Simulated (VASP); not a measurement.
GaSb:

```
Ga Sb
1.0
     0.00000    3.08121    3.05362
     3.08121    0.00000    3.05362
     3.08121    3.08121    0.00000
Ga Sb
1 1
Cartesian
  0.0000 0.0000 0.0000
  1.5406 1.5406 1.5268
```

This cell differs from its parent crystal: epitaxial xy strain +0.5%.

Base run:

```yaml
Program: VASP 6.6.1
Functional: PBE
Potentials_or_basis: VASP PAW PBE potentials, release 64 (Ga_d, Sb)
Cutoff: 520 eV
k_mesh: 8 × 8 × 8
Occupations: fermi-dirac, width 0.02 eV
Spin: no spin polarisation
```

Its results: band gap on the k mesh 0.05 eV, direct; pressure 1.7 GPa.

Question: The run is repeated on the same cell with these changes: functional from PBE to r2SCAN. What comes out?

Answer: Band gap on the k mesh 0.32 eV, direct; pressure -0.2 GPa.

r2SCAN gives the wider gap, since meta-GGAs in the generalised Kohn-Sham scheme recover part of the derivative discontinuity.

Caveats: spin-orbit coupling is left out, which moves the levels of the heavy elements; the PAW data sets were made with another functional, which shifts forces and pressure a little (some runs).

A k mesh can miss the band edges.
